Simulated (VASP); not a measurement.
Runs of VASP 6.6.1 on MgO. The structure is that of space group P6_3/mmc (No. 194), or close to it. The cells are those of the table. 

```csv
cell,gap on the mesh (eV),pressure (GPa)
"a = 3.463, b = 3.463, c = 4.150 Å, angles 90.0, 90.0, 120.0°, 4 atoms",3.54,7.1
"a = 3.415, b = 3.415, c = 4.093 Å, angles 90.0, 90.0, 120.0°, 4 atoms",(b),14.1
"a = 3.439, b = 3.439, c = 4.122 Å, angles 90.0, 90.0, 120.0°, 4 atoms",3.65,10.3
"a = 3.555, b = 3.555, c = 4.260 Å, angles 90.0, 90.0, 120.0°, 4 atoms",(a),-3.4
"a = 3.532, b = 3.532, c = 4.233 Å, angles 90.0, 90.0, 120.0°, 4 atoms",3.24,-1.2
"a = 3.509, b = 3.509, c = 4.206 Å, angles 90.0, 90.0, 120.0°, 4 atoms",3.34,1.3
"a = 3.486, b = 3.486, c = 4.178 Å, angles 90.0, 90.0, 120.0°, 4 atoms",3.44,4.0
```

Alike in all rows: task single point; level PBE; potentials or basis VASP PAW PBE potentials, release 64 (Mg, O); no spin polarisation; k mesh 9 × 9 × 7; cutoff (eV) 520; smearing fermi-dirac 0.05 eV.

Estimate the missing entries.

(a) 3.15; (b) 3.76.

Caveats: an odd mesh through Γ misses points on the zone boundary, where band edges can lie; the cell stands under pressure (at least some runs); the cell stands under tension (at least some runs).
